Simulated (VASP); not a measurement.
Si2Ru2N, 5 atoms in the cell. It takes space group P4/mmm (No. 123, tetragonal). The conventional cell has a = 3.232 Å, b = 3.232 Å, c = 7.453 Å, α = 90.00°, β = 90.00°, γ = 90.00°. Within 2.2 Å of Si (site symmetry 4mm) lie 1 N at 1.69 Å. Within 3.1 Å of Ru (site symmetry 4mm) lie 4 Si at 2.33 Å and 1 Ru at 2.42 Å and 4 N at 2.59 Å. N (site symmetry 4/mmm) has 2 Si at 1.69 Å within 2.2 Å. 

* Program: VASP 6.6.1
* Task: single point
* Functional: PBE
* Potentials or basis: VASP PAW PBE potentials, release 64 (Si, Ru_pv, N)
* Cutoff: 520 eV
* k mesh: 6 × 6 × 4
* Occupations: gaussian, width 0.1 eV
* Spin: collinear spin, ferromagnetic start
* Starting moments: [0.0, 0.0, 1.0, 1.0, 0.0] μB
* Dipole correction: no
* Further INCAR settings: ALGO = Normal; EDIFF = 1e-06; NBANDS = 32

Potentials or basis: VASP PAW PBE potentials, release 64 (Si, Ru_pv, N).

Run with:

```bash
$ cat potpaw_PBE.64/Si/POTCAR potpaw_PBE.64/Ru_pv/POTCAR potpaw_PBE.64/N/POTCAR > POTCAR
$ mpirun -np 1 vasp_std > vasp.out
```

Hardware: 1 thread of Intel Xeon 6975P-C, on a shared host.

Question: Estimate the wall time of this run.

Answer: It took 2.3 min on 1 thread of Intel Xeon 6975P-C, on a shared host, peak memory 0.27 GiB. Counts: scf iterations 17, k points 30.
